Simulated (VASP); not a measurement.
# Al in VASP: a series of runs

Runs on Al. Level: PBE. Tasks: single point.

Program: VASP 6.6.1. These are calculated values, not measurements. Logs are shortened: lines on timing, memory, paths and dates and some standing lists are left out, and cuts for length are marked.

### 1 The cell of the first run

The cell holds a wire with vacuum, 6 atoms: a = 13.000 Å, b = 13.300 Å, c = 3.802 Å, α = 90.00°, β = 90.00°, γ = 90.00°.

### 2 Single point, PBE

INCAR reads:

```
PREC = Accurate
ENCUT = 400
EDIFF = 1E-6
ISMEAR = 0
SIGMA = 0.05
LREAL = F
LASPH = T
NELM = 120
ALGO = Normal
ISIF = 2
LWAVE = F
LCHARG = F
GGA = PE
NBANDS = 18
GGA_COMPAT = F
```

KPOINTS reads:

```
Automatic mesh
0
Gamma
  1 1 13
```

POSCAR reads:

```
Al
1.0
   13.0000000000      0.0000000000      0.0000000000
    0.0000000000     13.3000000000      0.0000000000
    0.0000000000      0.0000000000      3.8023801361
Al
6
Direct
    0.6524702977      0.6493709951      0.0000000000
    0.3527441361      0.5025485289      0.5000000000
    0.6494611963      0.4967455702      0.5000000000
    0.5028353721      0.3558387832      0.5000000000
    0.4965111934      0.6461476348      0.5000000000
    0.5014184519      0.5012829555      0.0000000000
```

Potentials or basis: VASP PAW PBE potentials, release 64 (Al).

Run with:

```bash
> cat potpaw_PBE.64/Al/POTCAR > POTCAR
> mpirun -np 1 vasp_std > vasp.out
```

OUTCAR:

```text
PREC = Accurate
   ENCUT = 400
   EDIFF = 1E-6
   ISMEAR = 0
   LREAL = F
   LASPH = T
   NELM = 120
   ISIF = 2
   GGA = PE

 ion  position               nearest neighbor table
   1  0.652  0.649  0.000-   5 2.78   5 2.78   6 2.78   3 2.78   3 2.78
   2  0.353  0.503  0.500-   5 2.67   6 2.71   6 2.71   4 2.76
   3  0.649  0.497  0.500-   4 2.67   6 2.71   6 2.71   1 2.78   1 2.78   5 2.81
   4  0.503  0.356  0.500-   3 2.67   6 2.71   6 2.71   2 2.76
   5  0.497  0.646  0.500-   2 2.67   6 2.71   6 2.71   1 2.78   1 2.78   3 2.81
   6  0.501  0.501  0.000-   3 2.71   3 2.71   5 2.71   5 2.71   2 2.71   2 2.71   4 2.71   4 2.71
                             1 2.78

  LATTYP: Found a simple orthorhombic cell.
 ALAT       =     3.8023801361
 B/A-ratio  =     3.4189111911
 C/A-ratio  =     3.4978091416

  Lattice vectors:

 A1 = (   0.0000000000,   0.0000000000,   3.8023801361)
 A2 = (  13.0000000000,   0.0000000000,   0.0000000000)
 A3 = (   0.0000000000,  13.3000000000,   0.0000000000)

Analysis of symmetry for initial positions (statically):
=====================================================================
 Subroutine PRICEL returns:
 Original cell was already a primitive cell.

 Routine SETGRP: Setting up the symmetry group for a
 simple orthorhombic supercell.

 Subroutine GETGRP returns: Found  2 space group operations
 (whereof  2 operations were pure point group operations)
 out of a pool of  8 trial point group operations.

The static configuration has the point symmetry C_1h.

Analysis of symmetry for dynamics (positions and initial velocities):
=====================================================================
 Subroutine PRICEL returns:
 Original cell was already a primitive cell.

 Routine SETGRP: Setting up the symmetry group for a
 simple orthorhombic supercell.

 Subroutine GETGRP returns: Found  2 space group operations
 (whereof  2 operations were pure point group operations)
 out of a pool of  8 trial point group operations.

The dynamic configuration has the point symmetry C_1h.

 Subroutine INISYM returns: Found  2 space group operations
 (whereof  2 operations are pure point group operations),
 and found     1 'primitive' translations

----------------------------------------------------------------------------------------

                                     Primitive cell

  volume of cell :     657.4315

  direct lattice vectors                    reciprocal lattice vectors
    13.000000000  0.000000000  0.000000000     0.076923077  0.000000000  0.000000000
     0.000000000 13.300000000  0.000000000     0.000000000  0.075187970  0.000000000
     0.000000000  0.000000000  3.802380136     0.000000000  0.000000000  0.262993169

  length of vectors
    13.000000000 13.300000000  3.802380136     0.076923077  0.075187970  0.262993169

  position of ions in fractional coordinates (direct lattice)
     0.652470298  0.649370995  0.000000000
     0.352744136  0.502548529  0.500000000
     0.649461196  0.496745570  0.500000000
     0.502835372  0.355838783  0.500000000
     0.496511193  0.646147635  0.500000000
     0.501418452  0.501282956  0.000000000

  ion indices of the primitive-cell ions
   primitive index   ion index
                 1           1
                 2           2
                 3           3
                 4           4
                 5           5
                 6           6

----------------------------------------------------------------------------------------

 KPOINTS: Automatic mesh

Automatic generation of k-mesh.
 Grid dimensions read from file:
 generate k-points for:    1    1   13

 Generating k-lattice:

  Cartesian coordinates                     Fractional coordinates (reciprocal lattice)
     0.076923077  0.000000000  0.000000000     1.000000000  0.000000000  0.000000000
     0.000000000  0.075187970  0.000000000     0.000000000  1.000000000  0.000000000
     0.000000000  0.000000000  0.020230244     0.000000000  0.000000000  0.076923077

  Length of vectors
     0.076923077  0.075187970  0.020230244

  Shift w.r.t. Gamma in fractional coordinates (k-lattice)
     0.000000000  0.000000000  0.000000000

 Subroutine IBZKPT returns following result:
 ===========================================

 Found      7 irreducible k-points:

 Following reciprocal coordinates:
            Coordinates               Weight
  0.000000  0.000000  0.000000      1.000000
  0.000000  0.000000  0.076923      2.000000
  0.000000  0.000000  0.153846      2.000000
  0.000000  0.000000  0.230769      2.000000
  0.000000  0.000000  0.307692      2.000000
  0.000000  0.000000  0.384615      2.000000
  0.000000  0.000000  0.461538      2.000000
   k-points           NKPTS =      7   k-points in BZ     NKDIM =      7   number of bands    NBANDS=     18
   number of dos      NEDOS =    301   number of ions     NIONS =      6
   total plane-waves  NPLWV = 226800
   dimension x,y,z NGX =    90 NGY =   90 NGZ =   28
   dimension x,y,z NGXF=   180 NGYF=  180 NGZF=   56
   ions per type =               6
   NGX,Y,Z   is equivalent  to a cutoff of  11.51, 11.25, 12.24 a.u.
   NGXF,Y,Z  is equivalent  to a cutoff of  23.02, 22.50, 24.48 a.u.
 SYSTEM =  unknown system
   PREC   = accura    normal or accurate (medium, high low for compatibility)
   ISTART =      0    job   : 0-new  1-cont  2-samecut
   ICHARG =      2    charge: 1-file 2-atom 10-const
   ISPIN  =      1    spin polarized calculation?
   LNONCOLLINEAR =      F non collinear calculations
   LSORBIT =      F    spin-orbit coupling
   LASPH  =      T    aspherical Exc in radial PAW
   ENCUT  =  400.0 eV  29.40 Ry    5.42 a.u.  21.20 21.69  6.20*2*pi/ulx,y,z
   NELM   =    120;   NELMIN=  2; NELMDL= -5     # of ELM steps
   EDIFF  = 0.1E-05   stopping-criterion for ELM
   LREAL  =      F    real-space projection
   EDIFFG = 0.1E-04   stopping-criterion for IOM
   NSW    =      0    number of steps for IOM
   IBRION =     -1    ionic relax: 0-MD 1-quasi-New 2-CG
   NFREE  =      0    steps in history (QN), initial steepest desc. (CG)
   ISIF   =      2    stress and relaxation
   ISYM   =      2    0-nonsym 1-usesym 2-fastsym
   POTIM  = 0.5000    time-step for ionic-motion
   TEBEG  =    0.0;   TEEND  =   0.0 temperature during run
   PSTRESS=    0.0 pullay stress
   NELECT =      18.0000    total number of electrons
   NUPDOWN=      -1.0000    fix difference up-down
   EMIN   =  10.00;   EMAX   =-10.00  energy-range for DOS
   EFERMI =   0.00;   METHOD = LEGACY
   ISMEAR =     0;   SIGMA  =   0.05  broadening in eV -4-tet -1-fermi 0-gaus
   EFERMI_NEDOS =   21; number of points for ismear=-14 and -15
   IALGO  =     38    algorithm
   IMIX   =      4    mixing-type and parameters
     AMIX     =   0.40;   BMIX     =  1.00
     AMIX_MAG =   1.60;   BMIX_MAG =  1.00
  volume/ion in A,a.u.               =     109.57       739.43
  Fermi-wavevector in a.u.,A,eV,Ry     =   0.493419  0.932426  3.312500  0.243462
  Thomas-Fermi vector in A             =   1.497827
   LORBIT       =      0    0 simple, 1 ext, 2 COOP (PROOUT), +10 PAW based schemes
   GGA     = PE    functional components
   LHFCALC =     F    Hartree Fock is set to
   AEXX    =    0.0000 exact exchange contribution
   IVDW    =     0    specifies the selected vdW correction
   LEPSILON=     F    determine dielectric tensor
   LRPA    =     F    only Hartree local field effects (RPA)
 non-spin polarized calculation
 Gauss-broadening in eV      SIGMA  =   0.05
  energy-cutoff  :      400.00
  volume of cell :      657.43
 maximum number of plane-waves:     11978
 NGX is ok and might be reduce to    90
   NGX = 43   NGY = 43   NGZ = 13

 number of electron      18.0000000 magnetization

 Free energy of the ion-electron system (eV)
  ---------------------------------------------------
  ext. energy  EPLUGINS =         0.00000000
  ---------------------------------------------------
  free energy    TOTEN  =       -16.90716083 eV

  energy without entropy =      -16.89781050  energy(sigma->0) =      -16.90248566

 E-fermi :  -2.3852     XC(G=0):  -2.9179

 val. band max:       -2.3972588728   @ k =   0.0000   0.0000   0.3846
 cond. band min:      -2.3680126400   @ k =   0.0000   0.0000   0.2308
 fundamental gap:      0.0292462328
 Fermi energy:        -2.3852072476

 k-point     1 :       0.0000    0.0000    0.0000
  band No.  band energies     occupation
      1     -11.6066      2.00000
      2      -8.9786      2.00000
      3      -7.9736      2.00000
      4      -5.5849      2.00000
      5      -5.3674      2.00000
      6      -4.0413      2.00000
[... 10 lines left out ...]
     17       1.1822      0.00000
     18       1.4240      0.00000

 k-point     2 :       0.0000    0.0000    0.0769
  band No.  band energies     occupation
      1     -11.5479      2.00000
      2      -8.9222      2.00000
      3      -7.9185      2.00000
      4      -5.5317      2.00000
      5      -5.3115      2.00000
      6      -4.0146      2.00000
[... 10 lines left out ...]
     17       1.3253      0.00000
     18       1.4399      0.00000

 k-point     3 :       0.0000    0.0000    0.1538
  band No.  band energies     occupation
      1     -11.3724      2.00000
      2      -8.7542      2.00000
      3      -7.7541      2.00000
      4      -5.3762      2.00000
      5      -5.1451      2.00000
      6      -4.5720      2.00000
[... 10 lines left out ...]
     17       1.5044      0.00000
     18       1.6455      0.00000

 k-point     4 :       0.0000    0.0000    0.2308
  band No.  band energies     occupation
      1     -11.0816      2.00000
      2      -8.4804      2.00000
      3      -7.4846      2.00000
      4      -5.6920      2.00000
      5      -5.1106      2.00000
      6      -4.8724      2.00000
[... 10 lines left out ...]
     17       1.3378      0.00000
     18       1.7786      0.00000

 k-point     5 :       0.0000    0.0000    0.3077
  band No.  band energies     occupation
      1     -10.6797      2.00000
      2      -8.1280      2.00000
      3      -7.1203      2.00000
      4      -6.6973      2.00000
      5      -4.8529      2.00000
      6      -4.5082      2.00000
[... 10 lines left out ...]
     17       1.4703      0.00000
     18       1.5389      0.00000

 k-point     6 :       0.0000    0.0000    0.3846
  band No.  band energies     occupation
      1     -10.1785      2.00000
      2      -7.9986      2.00000
      3      -7.2749      2.00000
      4      -6.6919      2.00000
      5      -5.2334      2.00000
      6      -4.1970      2.00000
[... 10 lines left out ...]
     17       1.0921      0.00000
     18       1.3154      0.00000

 k-point     7 :       0.0000    0.0000    0.4615
  band No.  band energies     occupation
      1      -9.6441      2.00000
      2      -8.5762      2.00000
      3      -6.9240      2.00000
      4      -6.3138      2.00000
      5      -5.9260      2.00000
      6      -4.5846      2.00000
[... 10 lines left out ...]
     17       0.8756      0.00000
     18       1.2021      0.00000

------------------------ aborting loop because EDIFF is reached ----------------------------------------

  FORCE on cell =-STRESS in cart. coord.  units (eV):
  Direction    XX          YY          ZZ          XY          YZ          ZX
  --------------------------------------------------------------------------------------
  -------------------------------------------------------------------------------------
  Total       -0.0391800     -0.0382997     -0.0276714     -0.0452442      0.0000000      0.0000000
  in kB       -0.0954827     -0.0933373     -0.0674358     -0.1102613      0.0000000      0.0000000
  external PRESSURE =      -0.0854186 kB  Pullay stress =       0.0000000 kB

 VOLUME and BASIS-vectors are now :
 -----------------------------------------------------------------------------
  energy-cutoff  :      400.00
  volume of cell :      657.43
      direct lattice vectors                 reciprocal lattice vectors
    13.000000000  0.000000000  0.000000000     0.076923077  0.000000000  0.000000000
     0.000000000 13.300000000  0.000000000     0.000000000  0.075187970  0.000000000
     0.000000000  0.000000000  3.802380136     0.000000000  0.000000000  0.262993169

 POSITION                                       TOTAL-FORCE (eV/Angst)
 -----------------------------------------------------------------------------------
      8.48211      8.63663      0.00000        -0.018566     -0.018261      0.000000
      4.58567      6.68390      1.90119        -0.002284      0.013431      0.000000
      8.44300      6.60672      1.90119        -0.004115      0.013197      0.000000
      6.53686      4.73266      1.90119         0.013870     -0.002619      0.000000
      6.45465      8.59376      1.90119         0.012722     -0.003890      0.000000
      6.51844      6.66706      0.00000        -0.001626     -0.001858      0.000000
 -----------------------------------------------------------------------------------
    total drift:                                0.000018     -0.000015      0.000000

  FREE ENERGIE OF THE ION-ELECTRON SYSTEM (eV)
  ---------------------------------------------------
  free  energy   TOTEN  =       -16.9071608265 eV

  energy  without entropy=      -16.8978105009  energy(sigma->0) =      -16.90248566
```

Wall time 99 s (1 thread of AMD EPYC 7R43 (Zen 3), shared host); peak memory 0.45 GiB.

Results:

```
Free energy            : -16.9072 eV
Largest force          : 0.026 eV/Å
Band gap on the k mesh : zero (band 9 reaches -2.33 eV, above the bottom of band 10 at -2.73 eV)
```

Forces on the atoms (eV/Å):
```
Al  -0.019 -0.018  0.000
Al  -0.002  0.013  0.000
Al  -0.004  0.013  0.000
Al   0.014 -0.003  0.000
Al   0.013 -0.004  0.000
Al  -0.002 -0.002  0.000
```

Levels at points of the mesh, in eV from the Fermi level:
```
           k point  band 5  band 6  band 7  band 8  band 9  band 10  band 11  band 12  band 13  band 14
(0.00, 0.00, 0.00)   -2.98   -1.66   -0.34   -0.28   -0.14     0.57     1.69     1.84     2.24     2.73
```

### 3 Single point, PBE

This run uses another cell than the first one, of 116.46 Å³/atom, 1.063 times its volume.

INCAR reads:

```
PREC = Accurate
ENCUT = 400
EDIFF = 1E-6
ISMEAR = 0
SIGMA = 0.05
LREAL = False
LASPH = True
NELM = 120
ALGO = Normal
ISIF = 2
LWAVE = False
LCHARG = False
GGA = PE
NBANDS = 18
GGA_COMPAT = False
```

KPOINTS reads:

```
regular mesh
0
Gamma
  1 1 13
```

POSCAR reads:

```
Al
1.0
   13.0000000000      0.0000000000      0.0000000000
    0.0000000000     13.3000000000      0.0000000000
    0.0000000000      0.0000000000      4.0414568380
Al
6
Direct
    0.6554406476      0.6519344676      0.0000000000
    0.3445593524      0.5000000000      0.5000000000
    0.6554406476      0.5000000000      0.5000000000
    0.5000000000      0.3480655324      0.5000000000
    0.5000000000      0.6519344676      0.5000000000
    0.5000000000      0.5000000000      0.0000000000
```

Potentials or basis: VASP PAW PBE potentials, release 64 (Al).

Run with:

```bash
> cat potpaw_PBE.64/Al/POTCAR > POTCAR
> mpirun -np 1 vasp_std > vasp.out
```

Run time: 94 s. Hardware: 1 thread of AMD EPYC 7R43 (Zen 3), shared host; peak memory 0.43 GiB.

The run converged. Its results:

```
Free energy            : -16.6013 eV
Largest force          : 0.706 eV/Å
Band gap on the k mesh : zero (band 9 reaches -2.40 eV, above the bottom of band 10 at -2.72 eV)
```

Forces on the atoms (eV/Å):
```
Al  -0.264 -0.262  0.000
Al   0.692  0.136  0.000
Al  -0.604 -0.081  0.000
Al   0.136  0.690  0.000
Al  -0.081 -0.602  0.000
Al   0.120  0.120  0.000
```

Levels at points of the mesh, in eV from the Fermi level:
```
           k point  band 5  band 6  band 7  band 8  band 9  band 10  band 11  band 12  band 13  band 14
(0.00, 0.00, 0.00)   -2.91   -1.42   -0.52   -0.24   -0.06     0.52     1.29     1.71     1.82     2.67
```
